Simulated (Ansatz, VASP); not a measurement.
## Two plane-wave programs on Se

Contents of INCAR:

```
SYSTEM = Se
PREC = Accurate ; ENCUT = 500
EDIFF = 1E-6 ; ISMEAR = -1
SIGMA = 0.05 ; LREAL = .False.
LASPH = .True. ; NELM = 120
ALGO = Normal ; ISIF = 2
LWAVE = .False. ; LCHARG = .False.
GGA = PS ; NBANDS = 9
GGA_COMPAT = .False.
```

File KPOINTS:

```
Automatic mesh
0
Gamma
  10 10 10
  0 0 0
```

Contents of POSCAR:

```
Se
1.0
   -1.6663037878      1.6663037878      1.6663037878
    1.6663037878     -1.6663037878      1.6663037878
    1.6663037878      1.6663037878     -1.6663037878
Se
1
Direct
    0.0000000000      0.0000000000      0.0000000000
```

Input for Ansatz:

```yaml
crystal:
  lattice:
    - [-1.6663037878063678, 1.6663037878063678, 1.6663037878063673]
    - [1.6663037878063687, -1.6663037878063678, 1.666303787806368]
    - [1.6663037878063687, 1.6663037878063678, -1.666303787806368]
  atoms:
    - { symbol: Se, position: [-9.653234564848221e-36, -8.935643920505698e-35, 1.1278655337551018e-35] }
basis:
  ecutwfc: 517.016338673772
kpoints:
  mp_grid:
    grid: [10, 10, 10]
hamiltonian:
  xc: pbesol
scf:
  occupations:
    method: fermi_dirac
    width: 0.05
output:
  forces: true
  stress: true
```

Alike in both runs: task single point; functional PBEsol; k mesh 10 × 10 × 10; occupations fermi-dirac, width 0.05 eV; no spin polarisation.

|  | VASP | Ansatz |
| --- | --- | --- |
| version | VASP 6.6.1 | Ansatz 0.2.0 |
| potentials or method | VASP PAW PBE potentials, release 64 (Se), cutoff 500 eV | plane waves, PAW |
| valence electrons in the cell | 6 | 16 |

```csv
,VASP,Ansatz,Ansatz less VASP
pressure (GPa),3.6,3.4,-0.12
```

VASP's potentials were made for PBE, not for PBEsol. With one functional, cell and mesh, what is left measures potentials, basis and numerics. VASP's potentials hold 6 valence electrons a cell and Ansatz's 16, so a difference there can come from the potentials and not from the codes.
